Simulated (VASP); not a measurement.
Set up this calculation in VASP 6.6.1, as the native input.

| Item | Value |
| --- | --- |
| Task | electric field gradients |
| Functional | RPBE |
| Potentials or basis | VASP PAW PBE potentials, release 64 (Mg, Mo_sv) |
| Cutoff | 520 eV |
| k mesh | 13 × 13 × 13 |
| Occupations | fermi-dirac, width 0.03 eV |
| Spin | no spin polarisation |
| Dipole correction | no |
| Further INCAR settings | ALGO = Normal; EDIFF = 1e-08; NBANDS = 15 |

The structure of MgMo (L11 type) lies in POSCAR:

```
MgMo
1.0
    1.3793569998     -0.7963721351      4.7775338961
    0.0000000000      1.5927442703      4.7775338961
   -1.3793569998     -0.7963721351      4.7775338961
Mg Mo
1 1
Direct
    0.0000000000      0.0000000000      0.0000000000
    0.5000000000      0.5000000000      0.5000000000
```

These files were run (other wordings do the same):

INCAR

```
ALGO = Normal
EDIFF = 1E-8
ENCUT = 520
GGA = RP
ISIF = 2
ISMEAR = -1
LASPH = T
LCHARG = F
LEFG = T
LREAL = F
LWAVE = F
NBANDS = 15
NELM = 100
PREC = Accurate
SIGMA = 0.03
```

KPOINTS

```
k-points
0
Gamma
  13 13 13
```

Potentials or basis: VASP PAW PBE potentials, release 64 (Mg, Mo_sv).

Launch:

```sh
$ cat potpaw_PBE.64/Mg/POTCAR potpaw_PBE.64/Mo_sv/POTCAR > POTCAR
$ mpirun -np 1 vasp_std > vasp.out
```

Results of the run:

| Property | Result |
| --- | --- |
| Pressure | 16.6 GPa |
| Band gap on the k mesh | zero (band 8 reaches 9.56 eV, above the bottom of band 9 at 7.78 eV) |

Caveat: without QUAD_EFG the Cq values of the log hold for a quadrupole moment of 1 mb, not for the nuclei; the PAW data sets were made with another functional, which shifts forces and pressure a little.

Wall time 2.7 min on 1 thread of Intel(R) Xeon(R) 6975P-C (Granite Rapids) (shared host), peak memory 0.31 GiB.
